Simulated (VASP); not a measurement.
Crystal: B.

```
CELL_PARAMETERS angstrom
5.04176 0.00000 0.00000
-2.52088 4.36629 0.00000
0.00000 0.00000 1.89468
ATOMIC_POSITIONS crystal
B 0.65697 0.65697 0.16667
B 0.34303 0.00000 0.50000
B 0.00000 0.34303 0.83333
B 0.00000 0.65697 0.33333
B 0.34303 0.34303 0.66667
B 0.65697 0.00000 0.00000
```

The cell was built from a structure type or drawn by symmetry, and may not be a known phase.

| Property | Result |
| --- | --- |
| Program | VASP 6.6.1 |
| Task | relaxation of cell and atoms |
| Functional | PBE |
| Potentials or basis | VASP PAW PBE potentials, release 64 (B) |
| Cutoff | 600 eV |
| k mesh | 12 × 12 × 20 |
| Occupations | gaussian, width 0.1 eV |
| Spin | no spin polarisation |

At the start: pressure -0.8 GPa; volume 6.95 Å³/atom.

Problem. Where does the relaxation end?

Solution. Over 4 steps the energy falls by 5.7 meV/atom and the volume is 6.90 Å³/atom (-0.7 %); space group P6_122 (No. 178, to 0.1 Å) before and after.

The path:
```csv
step,energy change (eV),largest force (eV/Å),pressure (GPa),volume (Å³)
1,0.0000,0.0539,-0.76,41.71
2,-0.0313,0.0091,-0.32,41.50
3,-0.0340,0.0214,-0.52,41.54
4,-0.0342,0.0020,0.18,41.41
```

Final structure:
```
B
1.0
     5.07129    0.00000    0.00000
    -2.53565    4.39187    0.00000
     0.00000    0.00000    1.85940
B
6
Direct
  0.65636 0.65636 0.16667
  0.34364 0.00000 0.50000
  0.00000 0.34364 0.83333
  0.00000 0.65636 0.33333
  0.34364 0.34364 0.66667
  0.65636 0.00000 0.00000
```
